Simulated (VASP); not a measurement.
HfC:

```
Hf C
1.0
     3.36500    0.00000    0.00000
    -1.68250    2.91418    0.00000
     0.00000    0.00000    5.23717
Hf C
2 2
Direct
  0.33333 0.66667 0.25000
  0.66667 0.33333 0.75000
  0.00000 0.00000 0.50000
  0.00000 0.00000 0.00000
```

Base run:

| Property | Result |
| --- | --- |
| Program | VASP 6.6.1 |
| Functional | r2SCAN |
| Potentials or basis | VASP PAW PBE potentials, release 64 (Hf_pv, C) |
| Cutoff | 520 eV |
| k mesh | 9 × 9 × 5 |
| Occupations | fermi-dirac, width 0.05 eV |
| Spin | no spin polarisation |

Its results: band gap on the k mesh zero (band 14 reaches 7.50 eV, above the bottom of band 15 at 6.20 eV); pressure -8.3 GPa.

Problem. The run is repeated on the same cell with these changes: functional from r2SCAN to PBEsol; cutoff from 520 eV to 600 eV; further incar settings from ALGO = Normal; EDIFF = 1e-07; NBANDS = 22 to ALGO = Normal; EDIFF = 1e-06; NBANDS = 22. What comes out?

Solution. Band gap on the k mesh zero (band 14 reaches 7.09 eV, above the bottom of band 15 at 6.04 eV); pressure -12.1 GPa.

Caveats: the PAW data sets were made with another functional, which shifts forces and pressure a little; spin-orbit coupling is left out, which moves the levels of the heavy elements.
